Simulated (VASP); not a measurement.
A run of VASP 6.6.1 is set up as follows.

POSCAR

```
Yb
1.0
   -2.1797952336      2.1797952336      2.1797952336
    2.1797952336     -2.1797952336      2.1797952336
    2.1797952336      2.1797952336     -2.1797952336
Yb
1
Direct
    0.0000000000      0.0000000000      0.0000000000
```

INCAR.step1

```
PREC     = Accurate       # precision mode
ENCUT    = 520            # plane-wave cutoff, eV
ISMEAR   = -1             # smearing method
SIGMA    = 0.05           # smearing width, eV
LREAL    = False          # projectors in reciprocal space
LASPH    = True           # aspherical terms in the spheres
NELM     = 150            # most SCF steps
ISPIN    = 2              # spin polarisation
MAGMOM   = 1              # initial moments
LMAXMIX  = 6              # l up to which the mixer works
NBANDS   = 22             # bands
GGA      = PE             # functional
ALGO     = Normal         # electronic algorithm
EDIFF    = 1E-4           # SCF threshold, eV
LWAVE    = True           # write WAVECAR
LCHARG   = False          # write CHGCAR
```

The input INCAR.step2:

```
PREC     = Accurate       # precision mode
ENCUT    = 520            # plane-wave cutoff, eV
EDIFF    = 1E-7           # SCF threshold, eV
ISMEAR   = -1             # smearing method
SIGMA    = 0.05           # smearing width, eV
LREAL    = False          # projectors in reciprocal space
LASPH    = True           # aspherical terms in the spheres
NELM     = 150            # most SCF steps
ALGO     = Normal         # electronic algorithm
ISIF     = 2              # what is computed and relaxed
LWAVE    = False          # write WAVECAR
LCHARG   = True           # write CHGCAR
ISPIN    = 2              # spin polarisation
MAGMOM   = 1              # initial moments
LORBIT   = 11             # projections on sites
LMAXMIX  = 6              # l up to which the mixer works
METAGGA  = R2SCAN         # meta-GGA
LMIXTAU  = True         
LELF     = True           # ELF
LVHAR    = True         
NBANDS   = 22             # bands
ISTART   = 1
```

KPOINTS

```
regular mesh
0
Gamma
  9 9 9
```

Potentials or basis: VASP PAW PBE potentials, release 64 (Yb).

Command:

```console
$ cat potpaw_PBE.64/Yb/POTCAR > POTCAR
$ cp INCAR.step1 INCAR
$ mpirun -np 1 vasp_std > vasp.out
$ cp INCAR.step2 INCAR
$ mpirun -np 1 vasp_std > vasp.out
```

What does it give for the pressure?

-3.3 GPa.

Estimate the band gap on the k mesh.

zero (filled and empty bands overlap).

What does it give for the net moment?

0.00 μB per cell.

Caveat: the PAW data sets were made with another functional, which shifts forces and pressure a little; spin-orbit coupling is left out, which moves the levels of the heavy elements. The state reached can hang on the start; a lower one may exist.
